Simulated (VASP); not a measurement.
Runs of VASP 6.6.1 on Sb. The structure is that of space group Im-3m (No. 229), or close to it. The cells are those of the table. This isn't the form of Sb at room conditions, which is rhombohedral.

| task | cell | gap on the mesh (eV) | pressure (GPa) |
| --- | --- | --- | --- |
| single point | a = 3.152 Å, angles 109.5°, 1 atom | none | 9.9 |
| single point | a = 3.004 Å, angles 109.5°, 1 atom | none | (a) |
| single point | a = 3.281 Å, angles 109.5°, 1 atom | none | -0.1 |
| relaxation of cell and atoms | relaxed from a = 3.395 Å, angles 109.5°, 1 atom | none | 0.0 |
| relaxation of cell and atoms | relaxed to 30 GPa from a = 3.395 Å, angles 109.5°, 1 atom | none | 30.0 |
| single point | a = 3.067 Å, angles 109.5°, 1 atom | none | 20.0 |
| relaxation of cell and atoms | relaxed to 20 GPa from a = 3.395 Å, angles 109.5°, 1 atom | none | 20.0 |
| relaxation of cell and atoms | relaxed to 10 GPa from a = 3.395 Å, angles 109.5°, 1 atom | none | 10.0 |

Alike in all rows: level PBE; potentials or basis VASP PAW PBE potentials, release 64 (Sb); no spin polarisation; k mesh 9 × 9 × 9; cutoff (eV) 500; smearing fermi-dirac 0.1 eV.

Problem. Estimate the missing entries.

Solution. (a) 30.1.

Caveats: spin-orbit coupling is left out, which moves the levels of the heavy elements; the cell stands under pressure (at least some runs); the cell is relaxed towards a set pressure, so the run minimises the enthalpy, not the energy (at least some runs).

A k mesh can miss the band edges, and the runs leave out spin-orbit coupling on Sb.

A gap of «none» marks levels without a gap at the run's occupations.
